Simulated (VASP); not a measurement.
# BeTe (F-43m) in VASP: notebook

BeTe is run at these levels: PBEsol; tasks: single point, relaxation of cell and atoms.

Everything below comes from runs of VASP 6.6.1. Logs are shortened: lines on timing, memory, paths and dates and some standing lists are left out, and cuts for length are marked.

## 1. The cell of the first run

Symmetry: F-43m, No. 216, cubic system. The conventional cell has a = 5.606 Å, b = 5.606 Å, c = 5.606 Å, α = 90.00°, β = 90.00°, γ = 90.00°. Within 3.2 Å of Be (site symmetry -43m) lie 4 Te at 2.43 Å. Within 3.2 Å of Te (site symmetry -43m) lie 4 Be at 2.43 Å.

## 2. Single point, PBEsol

File INCAR:

```
PREC = Accurate ; ENCUT = 520
EDIFF = 1E-6 ; ISMEAR = -1
SIGMA = 0.05 ; LREAL = False
LASPH = True ; NELM = 100
ALGO = Normal ; ISIF = 2
LWAVE = False ; LCHARG = True
GGA = PS ; LELF = True
LVHAR = True ; NBANDS = 11
```

File KPOINTS:

```
regular mesh
0
Gamma
  16 16 16
```

File POSCAR:

```
BeTe
1.0
    0.0000000000      2.8027741266      2.8027741266
    2.8027741266      0.0000000000      2.8027741266
    2.8027741266      2.8027741266      0.0000000000
Be Te
1 1
Direct
    0.0000000000      0.0000000000      0.0000000000
    0.7500000000      0.7500000000      0.7500000000
```

Potentials or basis: VASP PAW PBE potentials, release 64 (Be, Te).

Launch:

```console
> cat potpaw_PBE.64/Be/POTCAR potpaw_PBE.64/Te/POTCAR > POTCAR
> mpirun -np 1 vasp_std > vasp.out
```

OUTCAR:

```text
PREC = Accurate
   ENCUT = 520
   EDIFF = 1E-6
   ISMEAR = -1
   LREAL = False
   LASPH = True
   NELM = 100
   ISIF = 2
   GGA = PS

 ion  position               nearest neighbor table
   1  0.000  0.000  0.000-   2 2.43   2 2.43   2 2.43   2 2.43
   2  0.750  0.750  0.750-   1 2.43   1 2.43   1 2.43   1 2.43

  LATTYP: Found a face centered cubic cell.
 ALAT       =     5.6055482532

  Lattice vectors:

 A1 = (   0.0000000000,   2.8027741266,   2.8027741266)
 A2 = (   2.8027741266,   0.0000000000,   2.8027741266)
 A3 = (   2.8027741266,   2.8027741266,   0.0000000000)

Analysis of symmetry for initial positions (statically):
=====================================================================
 Subroutine PRICEL returns:
 Original cell was already a primitive cell.

 Routine SETGRP: Setting up the symmetry group for a
 face centered cubic supercell.

 Subroutine GETGRP returns: Found 24 space group operations
 (whereof 24 operations were pure point group operations)
 out of a pool of 48 trial point group operations.

The static configuration has the point symmetry T_d .

Analysis of symmetry for dynamics (positions and initial velocities):
=====================================================================
 Subroutine PRICEL returns:
 Original cell was already a primitive cell.

 Routine SETGRP: Setting up the symmetry group for a
 face centered cubic supercell.

 Subroutine GETGRP returns: Found 24 space group operations
 (whereof 24 operations were pure point group operations)
 out of a pool of 48 trial point group operations.

The dynamic configuration has the point symmetry T_d .

 Subroutine INISYM returns: Found 24 space group operations
 (whereof 24 operations are pure point group operations),
 and found     1 'primitive' translations

----------------------------------------------------------------------------------------

                                     Primitive cell

  volume of cell :      44.0346

  direct lattice vectors                    reciprocal lattice vectors
     0.000000000  2.802774127  2.802774127    -0.178394682  0.178394682  0.178394682
     2.802774127  0.000000000  2.802774127     0.178394682 -0.178394682  0.178394682
     2.802774127  2.802774127  0.000000000     0.178394682  0.178394682 -0.178394682

  length of vectors
     3.963721182  3.963721182  3.963721182     0.308988654  0.308988654  0.308988654

  position of ions in fractional coordinates (direct lattice)
     0.000000000  0.000000000  0.000000000
     0.750000000  0.750000000  0.750000000

  ion indices of the primitive-cell ions
   primitive index   ion index
                 1           1
                 2           2

----------------------------------------------------------------------------------------

 KPOINTS: regular mesh

Automatic generation of k-mesh.
 Grid dimensions read from file:
 generate k-points for:   16   16   16

 Generating k-lattice:

  Cartesian coordinates                     Fractional coordinates (reciprocal lattice)
    -0.011149668  0.011149668  0.011149668     0.062500000  0.000000000  0.000000000
     0.011149668 -0.011149668  0.011149668     0.000000000  0.062500000  0.000000000
     0.011149668  0.011149668 -0.011149668     0.000000000  0.000000000  0.062500000

  Length of vectors
     0.019311791  0.019311791  0.019311791

  Shift w.r.t. Gamma in fractional coordinates (k-lattice)
     0.000000000  0.000000000  0.000000000

 Subroutine IBZKPT returns following result:
 ===========================================

 Found    145 irreducible k-points:

 Following reciprocal coordinates:
            Coordinates               Weight
  0.000000  0.000000  0.000000      1.000000
  0.062500  0.000000  0.000000      8.000000
  0.125000  0.000000  0.000000      8.000000
  0.187500  0.000000  0.000000      8.000000
  0.250000  0.000000  0.000000      8.000000
  0.312500  0.000000  0.000000      8.000000
[... 16 lines left out ...]
 -0.125000  0.062500  0.000000     24.000000
 -0.062500  0.062500  0.000000     12.000000
 [... further k-points ...]
   k-points           NKPTS =    145   k-points in BZ     NKDIM =    145   number of bands    NBANDS=     11
   number of dos      NEDOS =    301   number of ions     NIONS =      2
   total plane-waves  NPLWV =  27000
   dimension x,y,z NGX =    30 NGY =   30 NGZ =   30
   dimension x,y,z NGXF=    60 NGYF=   60 NGZF=   60
   ions per type =               1   1
   NGX,Y,Z   is equivalent  to a cutoff of  12.58, 12.58, 12.58 a.u.
   NGXF,Y,Z  is equivalent  to a cutoff of  25.17, 25.17, 25.17 a.u.
 SYSTEM =  unknown system
   PREC   = accura    normal or accurate (medium, high low for compatibility)
   ISTART =      0    job   : 0-new  1-cont  2-samecut
   ICHARG =      2    charge: 1-file 2-atom 10-const
   ISPIN  =      1    spin polarized calculation?
   LNONCOLLINEAR =      F non collinear calculations
   LSORBIT =      F    spin-orbit coupling
   LASPH  =      T    aspherical Exc in radial PAW
   ENCUT  =  520.0 eV  38.22 Ry    6.18 a.u.   7.37  7.37  7.37*2*pi/ulx,y,z
   NELM   =    100;   NELMIN=  2; NELMDL= -5     # of ELM steps
   EDIFF  = 0.1E-05   stopping-criterion for ELM
   LREAL  =      F    real-space projection
   EDIFFG = 0.1E-04   stopping-criterion for IOM
   NSW    =      0    number of steps for IOM
   IBRION =     -1    ionic relax: 0-MD 1-quasi-New 2-CG
   NFREE  =      0    steps in history (QN), initial steepest desc. (CG)
   ISIF   =      2    stress and relaxation
   ISYM   =      2    0-nonsym 1-usesym 2-fastsym
   POTIM  = 0.5000    time-step for ionic-motion
   TEBEG  =    0.0;   TEEND  =   0.0 temperature during run
   PSTRESS=    0.0 pullay stress
   NELECT =       8.0000    total number of electrons
   NUPDOWN=      -1.0000    fix difference up-down
   EMIN   =  10.00;   EMAX   =-10.00  energy-range for DOS
   EFERMI =   0.00;   METHOD = LEGACY
   ISMEAR =    -1;   SIGMA  =   0.05  broadening in eV -4-tet -1-fermi 0-gaus
   EFERMI_NEDOS =   21; number of points for ismear=-14 and -15
   IALGO  =     38    algorithm
   IMIX   =      4    mixing-type and parameters
     AMIX     =   0.40;   BMIX     =  1.00
     AMIX_MAG =   1.60;   BMIX_MAG =  1.00
  volume/ion in A,a.u.               =      22.02       148.58
  Fermi-wavevector in a.u.,A,eV,Ry     =   0.927200  1.752154 11.696925  0.859700
  Thomas-Fermi vector in A             =   2.053244
   LORBIT       =      0    0 simple, 1 ext, 2 COOP (PROOUT), +10 PAW based schemes
   GGA     = PS    functional components
   LHFCALC =     F    Hartree Fock is set to
   AEXX    =    0.0000 exact exchange contribution
   IVDW    =     0    specifies the selected vdW correction
   LEPSILON=     F    determine dielectric tensor
   LRPA    =     F    only Hartree local field effects (RPA)
 non-spin polarized calculation
  energy-cutoff  :      520.00
  volume of cell :       44.03
 maximum number of plane-waves:      1243
 NGX is ok and might be reduce to    30
   NGX = 15   NGY = 15   NGZ = 15

 number of electron       7.9999999 magnetization

 Free energy of the ion-electron system (eV)
  ---------------------------------------------------
  ext. energy  EPLUGINS =         0.00000000
  ---------------------------------------------------
  free energy    TOTEN  =        -8.21659225 eV

  energy without entropy =       -8.21659225  energy(sigma->0) =       -8.21659225

 E-fermi :   6.0480     XC(G=0):  -9.2580

 val. band max:        5.1613906723   @ k =   0.0000   0.0000   0.0000
 cond. band min:       6.9801799455   @ k =   0.5000   0.5000   0.0000
 fundamental gap:      1.8187892732
 Fermi energy:         6.0480450859

 k-point     1 :       0.0000    0.0000    0.0000
  band No.  band energies     occupation
      1      -7.2652      2.00000
      2       5.1614      2.00000
      3       5.1614      2.00000
      4       5.1614      2.00000
      5       8.7491      0.00000
      6       8.7491      0.00000
      7       8.7491      0.00000
      8       8.9954      0.00000
      9      13.3734      0.00000
     10      15.4333      0.00000
     11      15.4333      0.00000

 k-point     2 :       0.0625    0.0000    0.0000
  band No.  band energies     occupation
      1      -7.2269      2.00000
      2       4.7361      2.00000
      3       5.0937      2.00000
      4       5.0937      2.00000
      5       8.7559      0.00000
      6       8.8482      0.00000
      7       8.8482      0.00000
      8       9.3879      0.00000
      9      13.4940      0.00000
     10      14.9790      0.00000
     11      14.9790      0.00000

 k-point     3 :       0.1250    0.0000    0.0000
  band No.  band energies     occupation
      1      -7.1141      2.00000
      2       3.8140      2.00000
      3       4.9191      2.00000
      4       4.9191      2.00000
      5       8.6829      0.00000
      6       9.1003      0.00000
      7       9.1003      0.00000
      8      10.3036      0.00000
      9      13.7925      0.00000
     10      14.4397      0.00000
     11      14.4397      0.00000

 k-point     4 :       0.1875    0.0000    0.0000
  band No.  band energies     occupation
      1      -6.9329      2.00000
      2       2.7736      2.00000
      3       4.6951      2.00000
      4       4.6951      2.00000
      5       8.5753      0.00000
      6       9.3994      0.00000
      7       9.3994      0.00000
      8      11.3129      0.00000
      9      14.0420      0.00000
     10      14.1348      0.00000
     11      14.1348      0.00000
[... 239 lines left out ...]
 k-point    22 :      -0.1875    0.0625    0.0000
  band No.  band energies     occupation
      1      -6.8277      2.00000
      2       2.4170      2.00000
      3       4.1744      2.00000
      4       4.7692      2.00000
      5       8.7514      0.00000
      6       9.3243      0.00000
      7       9.7079      0.00000
      8      11.5381      0.00000
      9      13.6118      0.00000
     10      14.1123      0.00000
     11      14.8250      0.00000

 k-point    23 :      -0.1250    0.0625    0.0000
  band No.  band energies     occupation
      1      -7.0280      2.00000
      2       3.4116      2.00000
      3       4.4341      2.00000
      4       4.9759      2.00000
      5       8.8390      0.00000
      6       9.0538      0.00000
      7       9.3795      0.00000
      8      10.7430      0.00000
      9      13.8337      0.00000
     10      13.9084      0.00000
     11      14.7278      0.00000

 k-point    24 :      -0.0625    0.0625    0.0000
  band No.  band energies     occupation
      1      -7.1638      2.00000
      2       4.2836      2.00000
      3       4.7543      2.00000
      4       5.1004      2.00000
      5       8.8378      0.00000
      6       8.8623      0.00000
      7       9.0624      0.00000
      8       9.9101      0.00000
      9      13.6608      0.00000
     10      14.3193      0.00000
     11      14.9050      0.00000

 [... further k-points ...]
[... 5 lines left out ...]
  --------------------------------------------------------------------------------------
  -------------------------------------------------------------------------------------
  Total        0.0631703      0.0631703      0.0631703      0.0000000      0.0000000      0.0000000
  in kB        2.2984188      2.2984188      2.2984188      0.0000000      0.0000000      0.0000000
  external PRESSURE =       2.2984188 kB  Pullay stress =       0.0000000 kB

 VOLUME and BASIS-vectors are now :
 -----------------------------------------------------------------------------
  energy-cutoff  :      520.00
  volume of cell :       44.03
      direct lattice vectors                 reciprocal lattice vectors
     0.000000000  2.802774127  2.802774127    -0.178394682  0.178394682  0.178394682
     2.802774127  0.000000000  2.802774127     0.178394682 -0.178394682  0.178394682
     2.802774127  2.802774127  0.000000000     0.178394682  0.178394682 -0.178394682

 POSITION                                       TOTAL-FORCE (eV/Angst)
 -----------------------------------------------------------------------------------
      0.00000      0.00000      0.00000         0.000000     -0.000000      0.000000
      4.20416      4.20416      4.20416        -0.000000      0.000000     -0.000000
 -----------------------------------------------------------------------------------
    total drift:                               -0.000000     -0.000000     -0.000000

  FREE ENERGIE OF THE ION-ELECTRON SYSTEM (eV)
  ---------------------------------------------------
  free  energy   TOTEN  =        -8.2165922502 eV

  energy  without entropy=       -8.2165922501  energy(sigma->0) =       -8.21659225
```

Run time: 23 s. Hardware: 1 thread of Intel Xeon 6975P-C (Granite Rapids), shared host; peak memory 0.22 GiB.

Results:

| Property | Result |
| --- | --- |
| Free energy | -8.2166 eV |
| Pressure | 0.2 GPa |
| Band gap on the k mesh | 1.82 eV, indirect (least direct gap 3.59 eV) |

Caveat: the PAW data sets were made with another functional, which shifts forces and pressure a little; spin-orbit coupling is left out, which moves the levels of the heavy elements.

## 3. Relaxation of cell and atoms, PBEsol

This run uses another cell than the first one, of 21.25 Å³/atom, 0.965 times its volume.

File INCAR:

```
  PREC = Accurate
  ENCUT = 600
  EDIFF = 1E-6
  ISMEAR = -1
  SIGMA = 0.05
  LREAL = F
  LASPH = T
  NELM = 80
  ALGO = Normal
  ISIF = 3
  LWAVE = F
  LCHARG = F
  GGA = PS
  IBRION = 2
  NSW = 100
  EDIFFG = -0.002
```

KPOINTS is that of step 2.

File POSCAR:

```
BeTe
1.0
    0.0000000000      2.7700000000      2.7700000000
    2.7700000000      0.0000000000      2.7700000000
    2.7700000000      2.7700000000      0.0000000000
Be Te
1 1
Direct
    0.0000000000      0.0000000000      0.0000000000
    0.7500000000      0.7500000000      0.7500000000
```

Potentials or basis: VASP PAW PBE potentials, release 64 (Be, Te).

Launch:

```console
> cat potpaw_PBE.64/Be/POTCAR potpaw_PBE.64/Te/POTCAR > POTCAR
> mpirun -np 1 vasp_std > vasp.out
```

Wall time 72 s (1 thread of Intel Xeon 6975P-C, shared host); peak memory 0.24 GiB.

Results (log left out):

```
Free energy                            : -8.2167 eV
Relaxed volume                         : 22.09 Å³/atom
Relaxed cell                           : a = 3.968 Å, b = 3.968 Å, c = 3.968 Å, α = 60.00°, β = 60.00°, γ = 60.00°
Space group after relaxing (to 0.05 Å) : F-43m (No. 216)
Energy gained by relaxing              : 6.4 meV/atom
Ionic steps                            : 3
Pressure after relaxing                : 0.0 GPa
Band gap on the k mesh                 : 1.83 eV, indirect (least direct gap 3.59 eV)
```

The path:
```csv
step,energy change (eV),largest force (eV/Å),pressure (GPa),volume (Å³)
1,0.0000,0.0000,2.53,42.51
2,-0.0121,0.0000,-0.55,44.61
3,-0.0129,0.0000,0.00,44.19
```

Final structure:
```
CELL_PARAMETERS angstrom
0.00000 2.80605 2.80605
2.80605 0.00000 2.80605
2.80605 2.80605 0.00000
ATOMIC_POSITIONS crystal
Be 0.00000 0.00000 0.00000
Te 0.75000 0.75000 0.75000
```

Levels at points of the mesh, in eV from the valence-band top:
```
           k point  band 1  band 2  band 3  band 4  band 5  band 6  band 7  band 8
(0.00, 0.00, 0.00)  -12.40    0.00    0.00    0.00    3.59    3.59    3.59    3.81
(0.50, 0.00, 0.00)  -11.03   -5.64   -1.15   -1.15    3.06    4.55    4.55    7.66
(0.50, 0.50, 0.00)  -10.53   -5.19   -2.70   -2.70    1.83    2.60    9.77    9.77
```

Caveat: the PAW data sets were made with another functional, which shifts forces and pressure a little; spin-orbit coupling is left out, which moves the levels of the heavy elements.
